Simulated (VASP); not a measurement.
CdS, 2 atoms in the cell. Symmetry: Fm-3m, No. 225, cubic system. Conventional cell: a = 5.506 Å, b = 5.506 Å, c = 5.506 Å, α = 90.00°, β = 90.00°, γ = 90.00°. Cd (site symmetry m-3m) has 6 S at 2.75 Å within 3.6 Å. Within 3.6 Å of S (site symmetry m-3m) lie 6 Cd at 2.75 Å. 

| Quantity | Value |
| --- | --- |
| Program | VASP 6.6.1 |
| Task | relaxation of cell and atoms |
| Functional | LDA |
| Potentials or basis | VASP PAW LDA potentials, release 64 (Cd_sv_GW, S) |
| Cutoff | 540 eV |
| k mesh | 8 × 8 × 8 |
| Occupations | fermi-dirac, width 0.05 eV |
| Spin | no spin polarisation |
| Dipole correction | no |
| Second run | valence_matched |
| Further INCAR settings | ALGO = Normal; EDIFF = 1e-07; IBRION = 2; EDIFFG = -0.01; NSW = 60; ISIF = 3 |

Potentials or basis: VASP PAW LDA potentials, release 64 (Cd_sv_GW, S).

The run is started by

```sh
$ cat potpaw_LDA.64/Cd_sv_GW/POTCAR potpaw_LDA.64/S/POTCAR > POTCAR
$ mpirun -np 1 vasp_std > vasp.out
```

Hardware: 1 thread of AMD EPYC 9R45 96-Core Processor (Zen 5) (shared host).

Task: Estimate the wall time of this run.

Result: It took 40 s on 1 thread of AMD EPYC 9R45 96-Core Processor (Zen 5), on a shared host, peak memory 0.15 GiB. Counts: scf iterations 33, k points 29, ion steps 3.
